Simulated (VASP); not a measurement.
## Se: relaxation of volume and atoms at fixed shape with PBE

The system is Se.

```
Se
1.0
     4.36620    0.00000    0.00000
    -2.18310    3.78124    0.00000
     0.00000    0.00000    4.95360
Se
3
Direct
  0.22540 0.00000 0.33333
  0.00000 0.22540 0.66667
  0.77460 0.77460 0.00000
```

```
Program                : VASP 6.6.1
Task                   : relaxation of volume and atoms at fixed shape
Functional             : PBE
Potentials or basis    : VASP PAW PBE potentials, release 64 (Se)
Cutoff                 : 600 eV
k mesh                 : 12 × 12 × 10
Occupations            : gaussian, width 0.05 eV
Spin                   : no spin polarisation
Dipole correction      : no
Further INCAR settings : ALGO = Normal; EDIFF = 1e-06; IBRION = 2; EDIFFG = -0.03; NSW = 60; ISIF = 8
```

| Item | Value |
| --- | --- |
| Relaxed volume | 29.27 Å³/atom |
| Relaxed cell | a = 4.471 Å, b = 4.471 Å, c = 5.072 Å, α = 90.00°, β = 90.00°, γ = 120.00° |
| Space group after relaxing (to 0.1 Å) | P3_121 (No. 152) |
| Energy gained by relaxing | 13.3 meV/atom |
| Ionic steps | 7 |
| Pressure after relaxing | 0.0 GPa |
| Largest force after relaxing | 0.005 eV/Å |
| Band gap on the k mesh | 0.94 eV (least direct gap 1.13 eV) |

Forces on the atoms (eV/Å):
```
Se   0.005  0.000  0.000
Se  -0.002  0.004  0.000
Se  -0.002 -0.004  0.000
```

Stress tensor (GPa, compression positive):
```
 0.08  0.00  0.00
 0.00  0.08  0.00
 0.00  0.00 -0.12
```

Step by step:
| step | energy change (eV) | largest force (eV/Å) | pressure (GPa) | volume (Å³) |
| --- | --- | --- | --- | --- |
| 1 | 0.0000 | 0.4335 | 2.91 | 81.78 |
| 2 | -0.0081 | 0.5157 | -1.89 | 87.78 |
| 3 | -0.0339 | 0.1046 | 0.16 | 84.88 |
| 4 | -0.0355 | 0.0909 | 0.13 | 85.30 |
| 5 | -0.0389 | 0.0465 | 0.06 | 86.55 |
| 6 | -0.0388 | 0.0586 | -0.01 | 89.11 |
| 7 | -0.0400 | 0.0046 | 0.01 | 87.81 |

Final structure:
```
CELL_PARAMETERS angstrom
4.47088 0.00000 0.00000
-2.23544 3.87189 0.00000
0.00000 0.00000 5.07236
ATOMIC_POSITIONS crystal
Se 0.22128 0.00000 0.33333
Se 0.00000 0.22128 0.66667
Se 0.77872 0.77872 0.00000
```

Levels at points of the mesh, in eV from the valence-band top:
```tsv
k point	band 5	band 6	band 7	band 8	band 9	band 10	band 11	band 12	band 13
(0.00, 0.00, 0.00)	-3.69	-3.42	-1.83	-1.83	-0.31	1.87	1.87	2.28	5.97
(0.50, 0.00, 0.00)	-4.41	-3.12	-2.65	-1.67	-0.88	1.95	2.37	3.87	5.56
(0.00, 0.00, 0.50)	-3.18	-3.18	-1.32	-1.32	-1.00	1.29	1.35	1.35	6.44
(0.50, 0.00, 0.50)	-4.14	-3.96	-1.63	-1.19	0.00	1.50	2.67	2.89	6.31
```

Wall time 17 min on 1 thread of Intel Xeon 8259CL (shared host), peak memory 0.36 GiB.

A k mesh can miss the band edges. Zero-point motion and thermal expansion aren't in these numbers.
